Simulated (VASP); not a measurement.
A run of VASP 6.6.1 is set up as follows.

File POSCAR:

```
GaN
1.0
    0.0000000000      2.1085152343      2.0452597773
    2.1085152343      0.0000000000      2.0452597773
    2.1085152343      2.1085152343      0.0000000000
Ga N
1 1
Direct
    0.0000000000      0.0000000000      0.0000000000
    0.5000000000      0.5000000000      0.5000000000
```

Contents of INCAR.step1:

```
PREC = Accurate
ENCUT = 910
ISMEAR = 0
SIGMA = 0.01
LREAL = F
LASPH = T
NELM = 120
NBANDS = 16
GGA = PE
ALGO = Normal
EDIFF = 1E-5
LWAVE = T
LCHARG = F
GGA_COMPAT = F
```

The input INCAR.step2:

```
PREC = Accurate
ENCUT = 910
EDIFF = 1E-6
ISMEAR = 0
SIGMA = 0.01
LREAL = F
LASPH = T
NELM = 120
ALGO = Normal
ISIF = 2
LWAVE = F
LCHARG = T
METAGGA = R2SCAN
LMIXTAU = T
LELF = T
LVHAR = T
NBANDS = 16
ISTART = 1
GGA_COMPAT = F
```

Contents of KPOINTS:

```
Automatic mesh
0
Gamma
  10 10 10
```

Potentials or basis: VASP PAW PBE potentials, release 64 (Ga_d, N_h).

Command:

```sh
$ cat potpaw_PBE.64/Ga_d/POTCAR potpaw_PBE.64/N_h/POTCAR > POTCAR
$ cp INCAR.step1 INCAR
$ mpirun -np 1 vasp_std > vasp.out
$ cp INCAR.step2 INCAR
$ mpirun -np 1 vasp_std > vasp.out
```

Q: Predict the pressure.

A: 9.6 GPa.

Q: Predict the band gap on the k mesh.

A: 1.16 eV, indirect (least direct gap 3.73 eV).

Stress tensor (GPa, compression positive):
```
 7.03  0.00  0.00
 0.00  7.03  0.00
 0.00  0.00 14.77
```

Caveat: the cell differs from its parent crystal (uniaxial z strain -3.0%); the cutoff is under 1.25 times the usual one of these potentials, so pressure, stress and relaxed cells hold a basis-set (Pulay) error; the PAW data sets were made with another functional, which shifts forces and pressure a little. A k mesh can miss the band edges.
